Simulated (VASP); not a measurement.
# SnGeP6 (P6/mmm) in VASP: single point with PBE

Aim: the single point of SnGeP6 with PBE.

Program: VASP 6.6.1. These are calculated values, not measurements. Logs are shortened: lines on timing, memory, paths and dates and some standing lists are left out, and cuts for length are marked.

## 1. The cell of the first run

Symmetry: P6/mmm, No. 191, hexagonal system. The conventional cell has a = 7.804 Å, b = 7.804 Å, c = 5.511 Å, α = 90.00°, β = 90.00°, γ = 120.00°. Sn (site symmetry 6/mmm) has 2 Ge at 2.76 Å and 6 P at 2.91 Å within 3.6 Å. Within 3.6 Å of Ge (site symmetry 6/mmm) lie 2 Sn at 2.76 Å. Within 2.6 Å of P (site symmetry m2m) lie 1 P at 1.98 Å.

The cell was generated, and may not be a known phase.

## 2. Single point, PBE

The input, INCAR:

```
SYSTEM = SnGeP6
PREC = Accurate ; ENCUT = 520
EDIFF = 1E-6 ; ISMEAR = 0
SIGMA = 0.2 ; LREAL = .FALSE.
LASPH = .TRUE. ; NELM = 100
ALGO = Normal ; ISIF = 2
LWAVE = .FALSE. ; LCHARG = .FALSE.
GGA = PE ; NBANDS = 39
```

The input, KPOINTS:

```
Automatic mesh
0
G
  3 3 4
  0 0 0
```

The input, POSCAR:

```
SnGeP6
1.0
    7.8040224316      0.0000000000      0.0000000000
   -3.9020112158      6.7584816775      0.0000000000
    0.0000000000      0.0000000000      5.5109580294
Sn Ge P
1 1 6
Direct
    0.0000000000      0.0000000000      0.0000000000
    0.0000000000      0.0000000000      0.5000000000
    0.6269403619      0.0000000000      0.0000000000
    0.0000000000      0.6269403619      0.0000000000
    0.3730596381      0.3730596381      0.0000000000
    0.3730596381      0.0000000000      0.0000000000
    0.0000000000      0.3730596381      0.0000000000
    0.6269403619      0.6269403619      0.0000000000
```

Potentials or basis: VASP PAW PBE potentials, release 64 (Sn_d, Ge_d, P).

Command:

```bash
> cat potpaw_PBE.64/Sn_d/POTCAR potpaw_PBE.64/Ge_d/POTCAR potpaw_PBE.64/P/POTCAR > POTCAR
> mpirun -np 1 vasp_std > vasp.out
```

OUTCAR:

```text
SYSTEM = SnGeP6
   PREC = Accurate
   ENCUT = 520
   EDIFF = 1E-6
   ISMEAR = 0
   LREAL = .FALSE.
   LASPH = .TRUE.
   NELM = 100
   ISIF = 2
   GGA = PE

 ion  position               nearest neighbor table
   1  0.000  0.000  0.000-   2 2.76   2 2.76   6 2.91   3 2.91   4 2.91   7 2.91   8 2.91   5 2.91

   2  0.000  0.000  0.500-   1 2.76   1 2.76
   3  0.627  0.000  0.000-   6 1.98   1 2.91   7 2.91   8 2.91
   4  0.000  0.627  0.000-   7 1.98   8 2.91   1 2.91   6 2.91
   5  0.373  0.373  0.000-   8 1.98   7 2.91   1 2.91   6 2.91
   6  0.373  0.000  0.000-   3 1.98   1 2.91   4 2.91   5 2.91
   7  0.000  0.373  0.000-   4 1.98   5 2.91   1 2.91   3 2.91
   8  0.627  0.627  0.000-   5 1.98   4 2.91   1 2.91   3 2.91

  LATTYP: Found a hexagonal cell.
 ALAT       =     7.8040224316
 C/A-ratio  =     0.7061689120

  Lattice vectors:

 A1 = (   7.8040224316,   0.0000000000,   0.0000000000)
 A2 = (  -3.9020112158,   6.7584816775,   0.0000000000)
 A3 = (   0.0000000000,   0.0000000000,   5.5109580294)

Analysis of symmetry for initial positions (statically):
=====================================================================
 Subroutine PRICEL returns:
 Original cell was already a primitive cell.

 Routine SETGRP: Setting up the symmetry group for a
 hexagonal supercell.

 Subroutine GETGRP returns: Found 24 space group operations
 (whereof 24 operations were pure point group operations)
 out of a pool of 24 trial point group operations.

The static configuration has the point symmetry D_6h.

Analysis of symmetry for dynamics (positions and initial velocities):
=====================================================================
 Subroutine PRICEL returns:
 Original cell was already a primitive cell.

 Routine SETGRP: Setting up the symmetry group for a
 hexagonal supercell.

 Subroutine GETGRP returns: Found 24 space group operations
 (whereof 24 operations were pure point group operations)
 out of a pool of 24 trial point group operations.

The dynamic configuration has the point symmetry D_6h.

 Subroutine INISYM returns: Found 24 space group operations
 (whereof 24 operations are pure point group operations),
 and found     1 'primitive' translations

----------------------------------------------------------------------------------------

                                     Primitive cell

  volume of cell :     290.6663

  direct lattice vectors                    reciprocal lattice vectors
     7.804022432  0.000000000  0.000000000     0.128139047  0.073981113  0.000000000
    -3.902011216  6.758481677  0.000000000     0.000000000  0.147962227  0.000000000
     0.000000000  0.000000000  5.510958029     0.000000000  0.000000000  0.181456653

  length of vectors
     7.804022432  7.804022432  5.510958029     0.147962227  0.147962227  0.181456653

  position of ions in fractional coordinates (direct lattice)
     0.000000000  0.000000000  0.000000000
     0.000000000  0.000000000  0.500000000
     0.626940362  0.000000000  0.000000000
     1.000000000  0.626940362  0.000000000
     0.373059638  0.373059638  0.000000000
     0.373059638  0.000000000  0.000000000
     1.000000000  0.373059638  0.000000000
     0.626940362  0.626940362  0.000000000

  ion indices of the primitive-cell ions
   primitive index   ion index
                 1           1
                 2           2
                 3           3
                 4           4
                 5           5
                 6           6
                 7           7
                 8           8

----------------------------------------------------------------------------------------

 KPOINTS: Automatic mesh

Automatic generation of k-mesh.
 Grid dimensions read from file:
 generate k-points for:    3    3    4

 Generating k-lattice:

  Cartesian coordinates                     Fractional coordinates (reciprocal lattice)
     0.042713016  0.024660371  0.000000000     0.333333333 -0.000000000  0.000000000
     0.000000000  0.049320742  0.000000000     0.000000000  0.333333333  0.000000000
     0.000000000  0.000000000  0.045364163     0.000000000  0.000000000  0.250000000

  Length of vectors
     0.049320742  0.049320742  0.045364163

  Shift w.r.t. Gamma in fractional coordinates (k-lattice)
     0.000000000  0.000000000  0.000000000

 Subroutine IBZKPT returns following result:
 ===========================================

 Found      9 irreducible k-points:

 Following reciprocal coordinates:
            Coordinates               Weight
  0.000000  0.000000  0.000000      1.000000
  0.333333  0.000000  0.000000      6.000000
  0.333333  0.333333  0.000000      2.000000
  0.000000  0.000000  0.250000      2.000000
  0.333333  0.000000  0.250000     12.000000
  0.333333  0.333333  0.250000      4.000000
  0.000000  0.000000  0.500000      1.000000
  0.333333  0.000000  0.500000      6.000000
  0.333333  0.333333  0.500000      2.000000
   k-points           NKPTS =      9   k-points in BZ     NKDIM =      9   number of bands    NBANDS=     39
   number of dos      NEDOS =    301   number of ions     NIONS =      8
   total plane-waves  NPLWV = 151200
   dimension x,y,z NGX =    60 NGY =   60 NGZ =   42
   dimension x,y,z NGXF=   120 NGYF=  120 NGZF=   84
   ions per type =               1   1   6
   NGX,Y,Z   is equivalent  to a cutoff of  12.78, 12.78, 12.67 a.u.
   NGXF,Y,Z  is equivalent  to a cutoff of  25.56, 25.56, 25.34 a.u.
 SYSTEM =  SnGeP6
   PREC   = accura    normal or accurate (medium, high low for compatibility)
   ISTART =      0    job   : 0-new  1-cont  2-samecut
   ICHARG =      2    charge: 1-file 2-atom 10-const
   ISPIN  =      1    spin polarized calculation?
   LNONCOLLINEAR =      F non collinear calculations
   LSORBIT =      F    spin-orbit coupling
   LASPH  =      T    aspherical Exc in radial PAW
   ENCUT  =  520.0 eV  38.22 Ry    6.18 a.u.  14.51 14.51 10.25*2*pi/ulx,y,z
   NELM   =    100;   NELMIN=  2; NELMDL= -5     # of ELM steps
   EDIFF  = 0.1E-05   stopping-criterion for ELM
   LREAL  =      F    real-space projection
   EDIFFG = 0.1E-04   stopping-criterion for IOM
   NSW    =      0    number of steps for IOM
   IBRION =     -1    ionic relax: 0-MD 1-quasi-New 2-CG
   NFREE  =      0    steps in history (QN), initial steepest desc. (CG)
   ISIF   =      2    stress and relaxation
   ISYM   =      2    0-nonsym 1-usesym 2-fastsym
   POTIM  = 0.5000    time-step for ionic-motion
   TEBEG  =    0.0;   TEEND  =   0.0 temperature during run
   PSTRESS=    0.0 pullay stress
   NELECT =      58.0000    total number of electrons
   NUPDOWN=      -1.0000    fix difference up-down
   EMIN   =  10.00;   EMAX   =-10.00  energy-range for DOS
   EFERMI =   0.00;   METHOD = LEGACY
   ISMEAR =     0;   SIGMA  =   0.20  broadening in eV -4-tet -1-fermi 0-gaus
   EFERMI_NEDOS =   21; number of points for ismear=-14 and -15
   IALGO  =     38    algorithm
   IMIX   =      4    mixing-type and parameters
     AMIX     =   0.40;   BMIX     =  1.00
     AMIX_MAG =   1.60;   BMIX_MAG =  1.00
  volume/ion in A,a.u.               =      36.33       245.19
  Fermi-wavevector in a.u.,A,eV,Ry     =   0.956649  1.807804 12.451741  0.915177
  Thomas-Fermi vector in A             =   2.085596
   LORBIT       =      0    0 simple, 1 ext, 2 COOP (PROOUT), +10 PAW based schemes
   GGA     = PE    functional components
   LHFCALC =     F    Hartree Fock is set to
   AEXX    =    0.0000 exact exchange contribution
   IVDW    =     0    specifies the selected vdW correction
   LEPSILON=     F    determine dielectric tensor
   LRPA    =     F    only Hartree local field effects (RPA)
 non-spin polarized calculation
 Gauss-broadening in eV      SIGMA  =   0.20
  energy-cutoff  :      520.00
  volume of cell :      290.67
 maximum number of plane-waves:      7940
 NGX is ok and might be reduce to    60
   NGX = 29   NGY = 29   NGZ = 21

 number of electron      58.0000010 magnetization

 Free energy of the ion-electron system (eV)
  ---------------------------------------------------
  ext. energy  EPLUGINS =         0.00000000
  ---------------------------------------------------
  free energy    TOTEN  =       -33.70133725 eV

  energy without entropy =      -33.59605163  energy(sigma->0) =      -33.64869444

 E-fermi :   1.4356     XC(G=0):  -7.0968

 val. band max:        1.4269946578   @ k =   0.3333   0.3333   0.5000
 cond. band min:       1.5320488581   @ k =   0.3333   0.0000   0.0000
 fundamental gap:      0.1050542003
 Fermi energy:         1.4355598672

 k-point     1 :       0.0000    0.0000    0.0000
  band No.  band energies     occupation
      1     -23.5179      2.00000
      2     -23.5179      2.00000
      3     -23.4899      2.00000
      4     -23.4776      2.00000
      5     -23.4776      2.00000
      6     -20.4278      2.00000
[... 31 lines left out ...]
     38       5.0123      0.00000
     39       6.7647      0.00000

 k-point     2 :       0.3333    0.0000    0.0000
  band No.  band energies     occupation
      1     -23.5179      2.00000
      2     -23.5179      2.00000
      3     -23.4899      2.00000
      4     -23.4776      2.00000
      5     -23.4776      2.00000
      6     -20.4278      2.00000
[... 31 lines left out ...]
     38       5.4243      0.00000
     39       5.7243      0.00000

 k-point     3 :       0.3333    0.3333    0.0000
  band No.  band energies     occupation
      1     -23.5179      2.00000
      2     -23.5179      2.00000
      3     -23.4899      2.00000
      4     -23.4776      2.00000
      5     -23.4776      2.00000
      6     -20.4277      2.00000
[... 202 lines left out ...]
 k-point     8 :       0.3333    0.0000    0.5000
  band No.  band energies     occupation
      1     -23.5179      2.00000
      2     -23.5179      2.00000
      3     -23.4798      2.00000
      4     -23.4765      2.00000
      5     -23.4765      2.00000
      6     -20.4278      2.00000
[... 31 lines left out ...]
     38       4.4552      0.00000
     39       5.4295      0.00000

 k-point     9 :       0.3333    0.3333    0.5000
  band No.  band energies     occupation
      1     -23.5179      2.00000
      2     -23.5179      2.00000
      3     -23.4798      2.00000
      4     -23.4765      2.00000
      5     -23.4765      2.00000
      6     -20.4277      2.00000
[... 31 lines left out ...]
     38       4.0503      0.00000
     39       4.5793      0.00000

------------------------ aborting loop because EDIFF is reached ----------------------------------------

  FORCE on cell =-STRESS in cart. coord.  units (eV):
  Direction    XX          YY          ZZ          XY          YZ          ZX
  --------------------------------------------------------------------------------------
  -------------------------------------------------------------------------------------
  Total       -0.0826195     -0.0826195      0.9022694      0.0000000     -0.0000000      0.0000000
  in kB       -0.4554058     -0.4554058      4.9733848      0.0000000     -0.0000000      0.0000000
  external PRESSURE =       1.3541911 kB  Pullay stress =       0.0000000 kB

 VOLUME and BASIS-vectors are now :
 -----------------------------------------------------------------------------
  energy-cutoff  :      520.00
  volume of cell :      290.67
      direct lattice vectors                 reciprocal lattice vectors
     7.804022432  0.000000000  0.000000000     0.128139047  0.073981113  0.000000000
    -3.902011216  6.758481677  0.000000000     0.000000000  0.147962227  0.000000000
     0.000000000  0.000000000  5.510958029     0.000000000  0.000000000  0.181456653

 POSITION                                       TOTAL-FORCE (eV/Angst)
 -----------------------------------------------------------------------------------
      0.00000      0.00000      0.00000        -0.000000      0.000000     -0.000000
      0.00000      0.00000      2.75548         0.000000      0.000000     -0.000000
      4.89266      0.00000      0.00000        -0.084192     -0.000000      0.000000
     -2.44633      4.23716      0.00000         0.042096     -0.072913      0.000000
      1.45568      2.52132      0.00000         0.042096      0.072913     -0.000000
      2.91137      0.00000      0.00000         0.084192      0.000000     -0.000000
     -1.45568      2.52132      0.00000        -0.042096      0.072913      0.000000
      2.44633      4.23716      0.00000        -0.042096     -0.072913      0.000000
 -----------------------------------------------------------------------------------
    total drift:                               -0.000000      0.000000     -0.000000

  FREE ENERGIE OF THE ION-ELECTRON SYSTEM (eV)
  ---------------------------------------------------
  free  energy   TOTEN  =       -33.7013372516 eV

  energy  without entropy=      -33.5960516275  energy(sigma->0) =      -33.64869444
```

Run time: 65 s. Hardware: 1 thread of AMD EPYC 9R45 (Zen 5), shared host; peak memory 0.4 GiB.

Results:

- Free energy: -33.7013 eV
- Pressure: 0.1 GPa
- Largest force: 0.084 eV/Å
- Band gap on the k mesh: zero (bands 29 and 30 overlap by 0.72 eV)

Forces on the atoms (eV/Å):
```
Sn   0.000  0.000  0.000
Ge   0.000  0.000  0.000
P   -0.084  0.000  0.000
P    0.042 -0.073  0.000
P    0.042  0.073  0.000
P    0.084  0.000  0.000
P   -0.042  0.073  0.000
P   -0.042 -0.073  0.000
```

Stress tensor (GPa, compression positive):
```
-0.05  0.00  0.00
 0.00 -0.05  0.00
 0.00  0.00  0.50
```

Caveat: spin-orbit coupling is left out, which moves the levels of the heavy elements.

The gap in the log of VASP goes by the Fermi energy; the results here count the filled bands.